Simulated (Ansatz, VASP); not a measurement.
**One calculation of SnO2, two programs**

```xyz
3
Lattice="1.6982 0.7600 4.9939 -1.6982 0.7600 4.9939 0.0000 -2.0960 5.1060" Properties=species:S:1:pos:R:3 pbc="T T T"
Sn    0.0635   -0.2880    7.5469
O    -0.0317   -0.1061    3.6213
O    -0.0317   -0.4700   11.4725
```

Alike in both runs: task single point; functional PBEsol; k mesh 12 × 12 × 12; occupations gaussian, width 0.02 eV; no spin polarisation.

|  | VASP | Ansatz |
| --- | --- | --- |
| version | VASP 6.6.1 | Ansatz 0.2.0 |
| potentials or method | VASP PAW PBE potentials, release 64 (Sn_d, O), cutoff 520 eV | scalar-relativistic, plane waves, PAW |
| valence electrons in the cell | 26 | 26 |

```csv
,VASP,Ansatz,Ansatz less VASP
gap on the k mesh at the Fermi level (eV),1.09,1.11,+0.022
least direct gap on the mesh (eV),1.18,1.20,+0.020
pressure (GPa),-16.9,-17.2,-0.31
"traceless stress, the component that is largest in VASP (GPa)",-4.46,-4.60,-0.148
rms of the force components (eV/Å),0.846,0.859,+0.0127
```

VASP's potentials were made for PBE, not for PBEsol. Atom by atom the forces differ by 0.024 eV/Å (rms over components). The functional is the same, so the differences come from potentials, cutoffs and numerics.
